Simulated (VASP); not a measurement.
Here is a VASP 6.6.1 calculation.

The input INCAR:

```
SYSTEM = Ga2O3
ALGO = Normal
EDIFF = 1E-7
ENCUT = 520
GGA = PE
ISIF = 2
ISMEAR = 0
LASPH = .True.
LCHARG = .False.
LREAL = .False.
LWAVE = .False.
NBANDS = 55
NELM = 100
PREC = Accurate
SIGMA = 0.1
```

KPOINTS

```
k-points
0
Gamma
  4 4 4
  0 0 0
```

The input POSCAR:

```
Ga2O3
1.0
   -2.5290462818      4.3800883927      0.0003369013
   -5.0576411281      0.0002643226     -0.0000805264
   -2.5288227585      1.4605255304      4.5410681260
Ga O
4 6
Direct
    0.6441731239      0.6441463949      0.0675118034
    0.8558144772      0.8558714602      0.4324780586
    0.3558267092      0.3558514662      0.9324935016
    0.1441834491      0.1441278182      0.5675227909
    0.7500058089      0.4468574698      0.7500039567
    0.0531185828      0.7499961333      0.7500104303
    0.4468833593      0.0531395771      0.7499790768
    0.2500023843      0.5531419610      0.2499903431
    0.9468757728      0.2500057733      0.2499877007
    0.5531163325      0.9468619459      0.2500223378
```

Potentials or basis: VASP PAW PBE potentials, release 64 (Ga_d, O).

Command:

```console
$ cat potpaw_PBE.64/Ga_d/POTCAR potpaw_PBE.64/O/POTCAR > POTCAR
$ mpirun -np 1 vasp_std > vasp.out
```

Q: Predict the largest force.

A: 0.012 eV/Å.

Q: What does it give for the band gap on the k mesh?

A: 2.43 eV (least direct gap 2.63 eV).

Q: Predict the pressure.

A: 0.9 GPa.

Stress tensor (GPa, compression positive):
```
 0.95  0.01  0.00
 0.01  0.97 -0.01
 0.00 -0.01  0.82
```

A k mesh can miss the band edges.
